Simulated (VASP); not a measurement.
# HgTe in VASP: settings compared, part 2 of 2

VASP 6.6.1. The steps go on from the part before.

## (5) Single point, r2SCAN

This run uses another cell than the first one, of 35.58 Å³/atom, 1.046 times its volume.

The input, POSCAR:

```
HgTe
1.0
    0.0000000000      3.2891578888      3.2891578888
    3.2891578888      0.0000000000      3.2891578888
    3.2891578888      3.2891578888      0.0000000000
Hg Te
1 1
Direct
    0.0000000000      0.0000000000      0.0000000000
    0.2500000000      0.2500000000      0.2500000000
```

The input, INCAR.step1:

```
SYSTEM = HgTe
ALGO = Normal ; EDIFF = 1E-4
ENCUT = 520 ; GGA = PE
ISMEAR = -1 ; LASPH = .TRUE.
LCHARG = .FALSE. ; LREAL = .FALSE.
LWAVE = .TRUE. ; NBANDS = 16
NELM = 80 ; PREC = Accurate
SIGMA = 0.02
```

The input, INCAR.step2:

```
SYSTEM = HgTe
ALGO = Normal ; EDIFF = 1E-6
ENCUT = 520 ; ISIF = 2
ISMEAR = -1 ; ISTART = 1
LASPH = .TRUE. ; LCHARG = .TRUE.
LELF = .TRUE. ; LMIXTAU = .TRUE.
LREAL = .FALSE. ; LVHAR = .TRUE.
LWAVE = .FALSE. ; METAGGA = R2SCAN
NBANDS = 16 ; NELM = 80
PREC = Accurate ; SIGMA = 0.02
```

The input, KPOINTS:

```
k-points
0
G
  6 6 6
  0 0 0
```

Run with:

```sh
cat potpaw_PBE.64/Hg/POTCAR potpaw_PBE.64/Te/POTCAR > POTCAR
cp INCAR.step1 INCAR
mpirun -np 1 vasp_std > vasp.out
cp INCAR.step2 INCAR
mpirun -np 1 vasp_std > vasp.out
```

Run time: 50 s. Hardware: 1 thread of Intel Xeon Platinum 8488C (Sapphire Rapids), shared host; peak memory 0.22 GiB.

Results (log left out):

```yaml
Free_energy: -75.1541 eV
Pressure: 0.0 GPa
Band_gap_on_the_k_mesh: zero (filled and empty bands touch)
```

Levels at points of the mesh, in eV from the Fermi level:
| k point | band 7 | band 8 | band 9 | band 10 | band 11 | band 12 |
| --- | --- | --- | --- | --- | --- | --- |
| (0.00, 0.00, 0.00) | -0.57 | -0.01 | -0.01 | -0.01 | 4.65 | 4.65 |
| (0.50, 0.00, 0.00) | -5.31 | -0.93 | -0.93 | 0.93 | 5.41 | 5.41 |
| (0.50, 0.50, 0.00) | -5.31 | -2.14 | -2.14 | 2.08 | 2.85 | 8.49 |

Caveat: the PAW data sets were made with another functional, which shifts forces and pressure a little; spin-orbit coupling is left out, which moves the levels of the heavy elements.

## (6) Single point, PBE (epitaxial xy strain -2.0%)

The input, INCAR:

```
SYSTEM = HgTe
  ALGO = Normal
  EDIFF = 1E-7
  ENCUT = 520
  GGA = PE
  ISIF = 2
  ISMEAR = -1
  LASPH = .True.
  LCHARG = .False.
  LREAL = .False.
  LWAVE = .False.
  NBANDS = 16
  NELM = 60
  PREC = Accurate
  SIGMA = 0.02
```

The input, KPOINTS:

```
k-points
0
Gamma
  6 6 6
  0 0 0
```

The input, POSCAR:

```
HgTe
1.0
    0.0000000000      3.2233747310      3.3768583018
    3.2233747310      0.0000000000      3.3768583018
    3.2233747310      3.2233747310      0.0000000000
Hg Te
1 1
Direct
    0.0000000000      0.0000000000      0.0000000000
    0.2500000000      0.2500000000      0.2500000000
```

Potentials or basis: VASP PAW PBE potentials, release 64 (Hg, Te).

Run with:

```sh
cat potpaw_PBE.64/Hg/POTCAR potpaw_PBE.64/Te/POTCAR > POTCAR
mpirun -np 1 vasp_std > vasp.out
```

OUTCAR:

```text
SYSTEM = HgTe
   EDIFF = 1E-7
   ENCUT = 520
   GGA = PE
   ISIF = 2
   ISMEAR = -1
   LASPH = .True.
   LREAL = .False.
   NELM = 60
   PREC = Accurate

 ion  position               nearest neighbor table
   1  0.000  0.000  0.000-   2 2.84   2 2.84   2 2.84   2 2.84
   2  0.250  0.250  0.250-   1 2.84   1 2.84   1 2.84   1 2.84

  LATTYP: Found a body centered tetragonal cell.
 ALAT       =     4.5585402612
 C/A-ratio  =     1.4815524744

  Lattice vectors:

 A1 = (  -3.2233747310,   0.0000000000,   3.3768583018)
 A2 = (   3.2233747310,   0.0000000000,   3.3768583018)
 A3 = (   0.0000000000,   3.2233747310,  -3.3768583018)

Analysis of symmetry for initial positions (statically):
=====================================================================
 Subroutine PRICEL returns:
 Original cell was already a primitive cell.

 Routine SETGRP: Setting up the symmetry group for a
 body centered tetragonal supercell.

 Subroutine GETGRP returns: Found  8 space group operations
 (whereof  8 operations were pure point group operations)
 out of a pool of 16 trial point group operations.

The static configuration has the point symmetry D_2d.

Analysis of symmetry for dynamics (positions and initial velocities):
[... 160 lines left out ...]
 val. band max:        2.7508607108   @ k =   0.0000   0.0000   0.0000
 cond. band min:       3.3891566691   @ k =   0.5000  -0.0000   0.0000
 fundamental gap:      0.6382959583
 Fermi energy:         2.7508711506

 k-point     1 :       0.0000    0.0000    0.0000
  band No.  band energies     occupation
      1      -9.0114      2.00000
      2      -4.4421      2.00000
      3      -4.4306      2.00000
      4      -4.4306      2.00000
      5      -3.9679      2.00000
      6      -3.9394      2.00000
[... 433 lines left out ...]
      3      -4.1779      2.00000
      4      -4.1105      2.00000
      5      -3.9163      2.00000
      6      -3.6149      2.00000
[... 8 lines left out ...]
     15      12.9141      0.00000
     16      13.9549      0.00000

 [... further k-points ...]

------------------------ aborting loop because EDIFF is reached ----------------------------------------

  FORCE on cell =-STRESS in cart. coord.  units (eV):
  Direction    XX          YY          ZZ          XY          YZ          ZX
  --------------------------------------------------------------------------------------
  -------------------------------------------------------------------------------------
  Total        0.9281698      0.9281698      0.6349613      0.0000000     -0.0000000      0.0000000
  in kB       21.1920793     21.1920793     14.4975109      0.0000000     -0.0000000      0.0000000
  external PRESSURE =      18.9605565 kB  Pullay stress =       0.0000000 kB

 VOLUME and BASIS-vectors are now :
 -----------------------------------------------------------------------------
  energy-cutoff  :      520.00
  volume of cell :       70.17
      direct lattice vectors                 reciprocal lattice vectors
     0.000000000  3.223374731  3.376858302    -0.155116932  0.155116932  0.148066621
     3.223374731  0.000000000  3.376858302     0.155116932 -0.155116932  0.148066621
     3.223374731  3.223374731  0.000000000     0.155116932  0.155116932 -0.148066621

 POSITION                                       TOTAL-FORCE (eV/Angst)
 -----------------------------------------------------------------------------------
      0.00000      0.00000      0.00000         0.000000      0.000000      0.000000
      1.61169      1.61169      1.68843        -0.000000     -0.000000     -0.000000
 -----------------------------------------------------------------------------------
    total drift:                               -0.000000     -0.000000      0.000000

  FREE ENERGIE OF THE ION-ELECTRON SYSTEM (eV)
  ---------------------------------------------------
  free  energy   TOTEN  =        -3.6160551419 eV

  energy  without entropy=       -3.6157979450  energy(sigma->0) =       -3.61592654
```

stdout:

```text
POSCAR found type information on POSCAR HgTe
 POSCAR found :  2 types and       2 ions
 scaLAPACK will be used
 LDA part: xc-table for (Slater+PW92), standard interpolation
 POSCAR, INCAR and KPOINTS ok, starting setup
 FFT: planning ... GRIDC
 FFT: planning ... GRID_SOFT
 FFT: planning ... GRID
 WAVECAR not read
 entering main loop
```

Run time: 26 s. Hardware: 1 thread of Intel Xeon Platinum 8488C (Sapphire Rapids), shared host; peak memory 0.22 GiB.

What came out:

- Free energy: -3.6161 eV
- Pressure: 1.9 GPa
- Band gap on the k mesh: zero (filled and empty bands touch)

Stress tensor (GPa, compression positive):
```
2.12 0.00 0.00
0.00 2.12 0.00
0.00 0.00 1.45
```

Caveat: the cell differs from its parent crystal (epitaxial xy strain -2.0%); spin-orbit coupling is left out, which moves the levels of the heavy elements.

## (7) Overview

| level | cell | gap on the mesh (eV) | pressure (GPa) |
| --- | --- | --- | --- |
| PBE | a = 4.582 Å, angles 60.0°, 2 atoms | none | 3.4 |
| PBE | a = 4.652 Å, angles 60.0°, 2 atoms | none | 1.3 |
| r2SCAN | a = 4.582 Å, angles 60.0°, 2 atoms | none | 2.1 |
| r2SCAN | a = 4.652 Å, angles 60.0°, 2 atoms | none | 0.0 |
| PBE | a = 4.668, b = 4.668, c = 4.559 Å, angles 60.8, 60.8, 58.5°, 2 atoms | none | 1.9 |

Alike in all rows: task single point; potentials or basis VASP PAW PBE potentials, release 64 (Hg, Te); no spin polarisation; k mesh 6 × 6 × 6; cutoff (eV) 520; smearing fermi-dirac 0.02 eV.

Caveats: spin-orbit coupling is left out, which moves the levels of the heavy elements; the PAW data sets were made with another functional, which shifts forces and pressure a little (some runs).

Absolute energies hang on the potentials; compare differences alone.
